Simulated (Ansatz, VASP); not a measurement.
V: VASP beside Ansatz

INCAR

```
SYSTEM = V
  PREC = Accurate
  ENCUT = 520
  EDIFF = 1E-7
  ISMEAR = 0
  SIGMA = 0.15
  LREAL = .FALSE.
  LASPH = .TRUE.
  NELM = 60
  ALGO = Fast
  ISIF = 2
  LWAVE = .FALSE.
  LCHARG = .FALSE.
  GGA = PS
  NBANDS = 12
```

File KPOINTS:

```
Automatic mesh
0
G
  22 22 22
  0 0 0
```

POSCAR

```
V
1.0
   -1.4903050000      1.4903050000      1.4676100000
    1.4903050000     -1.4903050000      1.4676100000
    1.4903050000      1.4903050000     -1.4676100000
V
1
Direct
    0.0000000000      0.0000000000      0.0000000000
```

Input for Ansatz:

```yaml
crystal:
  lattice:
    - [-1.490305, 1.490305, 1.46761]
    - [1.490305, -1.490305, 1.46761]
    - [1.490305, 1.490305, -1.46761]
  atoms:
    - { symbol: V, position: [0.0, 0.0, 0.0] }
basis:
  ecutwfc: 420
kpoints:
  mp_grid: { grid: [22, 22, 22] }
hamiltonian:
  xc: pbesol
scf:
  occupations: { method: gaussian, width: 0.15 }
output:
  forces: true
  stress: true
  eigenvalues: true
```

Change from the starting cell: strain -0.015 along x and y, -0.030 along z, atoms carried along.

Alike in both runs: task single point; functional PBEsol; k mesh 22 × 22 × 22; occupations gaussian, width 0.15 eV; no spin polarisation.

```csv
,VASP,Ansatz
version,VASP 6.6.1,Ansatz 0.2.0
potentials or method,"VASP PAW PBE potentials, release 64 (V_sv), cutoff 520 eV","scalar-relativistic, plane waves, PAW"
valence electrons in the cell,13,13
```

VASP gave:

```
gap on the k mesh at the Fermi level (eV)                     : none
pressure (GPa)                                                : -1.1
traceless stress, the component that is largest in VASP (GPa) : 1.37
```

**Question.** Estimate Ansatz's values.

**Answer.** gap on the k mesh at the Fermi level (eV): none; pressure (GPa): -1.3; traceless stress, the component that is largest in VASP (GPa): 1.37.

VASP's potentials were made for PBE, not for PBEsol. A gap of «none» marks a metal or a gap that the smearing closes. The functional is the same, so the differences come from potentials, cutoffs and numerics.
